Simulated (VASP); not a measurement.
Here is a VASP 6.6.1 calculation.

Contents of INCAR:

```
  ALGO = Normal
  EDIFF = 1E-6
  ENCUT = 560
  GGA = PE
  GGA_COMPAT = False
  ISIF = 2
  ISMEAR = -1
  LASPH = True
  LCHARG = False
  LREAL = False
  LWAVE = False
  NBANDS = 16
  NELM = 120
  PREC = Accurate
  SIGMA = 0.02
```

The input KPOINTS:

```
k-points
0
Gamma
  16 16 16
```

The input POSCAR:

```
BAs
1.0
    0.0000000000      2.3885000000      2.3646150000
    2.3885000000      0.0000000000      2.3646150000
    2.3885000000      2.3885000000      0.0000000000
B As
1 1
Direct
    0.0000000000      0.0000000000      0.0000000000
    0.2500000000      0.2500000000      0.2500000000
```

Potentials or basis: VASP PAW PBE potentials, release 64 (B, As_d).

Command:

```console
$ cat potpaw_PBE.64/B/POTCAR potpaw_PBE.64/As_d/POTCAR > POTCAR
$ mpirun -np 1 vasp_std > vasp.out
```

Problem. Predict the pressure.

Solution. 4.0 GPa.

Problem. Estimate the band gap on the k mesh.

Solution. 1.04 eV (least direct gap 3.19 eV).

Stress tensor (GPa, compression positive):
```
3.30 0.00 0.00
0.00 3.30 0.00
0.00 0.00 5.37
```

Caveat: the cell differs from its parent crystal (z stretched by -1 %, then relaxed in part); the cell stands under pressure. A k mesh can miss the band edges.
